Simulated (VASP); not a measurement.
Wanted: the native input for a VASP 6.6.1 run.

| Quantity | Value |
| --- | --- |
| Task | single point |
| Functional | PBEsol |
| Potentials or basis | VASP PAW PBE potentials, release 64 (Mo_sv, Si) |
| Cutoff | 520 eV |
| k mesh | 7 × 7 × 4 |
| Occupations | fermi-dirac, width 0.05 eV |
| Spin | no spin polarisation |
| Dipole correction | no |
| Further INCAR settings | ALGO = Normal; EDIFF = 1e-06; NBANDS = 43 |

The structure of Si2Mo lies in POSCAR:

```
Si2Mo
1.0
    4.5854715599      0.0000000000      0.0000000000
   -2.2927357800      3.9711348592      0.0000000000
    0.0000000000      0.0000000000      6.5797601000
Mo Si
3 6
Direct
    0.5000000000      0.5000000000      0.8333333333
    0.0000000000      0.5000000000      0.1666666667
    0.5000000000      0.0000000000      0.5000000000
    0.1638729800      0.3277459600      0.5000000000
    0.6722540400      0.8361270200      0.1666666667
    0.8361270200      0.1638729800      0.8333333333
    0.8361270200      0.6722540400      0.5000000000
    0.3277459600      0.1638729800      0.1666666667
    0.1638729800      0.8361270200      0.8333333333
```

These files were run (other wordings do the same):

INCAR

```
PREC = Accurate
ENCUT = 520
EDIFF = 1E-6
ISMEAR = -1
SIGMA = 0.05
LREAL = False
LASPH = True
NELM = 60
ALGO = Normal
ISIF = 2
LWAVE = False
LCHARG = True
GGA = PS
LELF = True
LVHAR = True
NBANDS = 43
```

KPOINTS

```
Automatic mesh
0
Gamma
  7 7 4
```

Potentials or basis: VASP PAW PBE potentials, release 64 (Mo_sv, Si).

Run with:

```sh
$ cat potpaw_PBE.64/Mo_sv/POTCAR potpaw_PBE.64/Si/POTCAR > POTCAR
$ mpirun -np 1 vasp_std > vasp.out
```

It gave:

```json
{
  "Pressure": "-1.1 GPa",
  "Largest force": "0.039 eV/Å",
  "Band gap on the k mesh": "0.26 eV, indirect (least direct gap 0.62 eV)"
}
```

Caveat: the PAW data sets were made with another functional, which shifts forces and pressure a little.

Wall time 45 s on 1 thread of Intel(R) Xeon(R) 6975P-C (Granite Rapids) (shared host), peak memory 0.27 GiB.
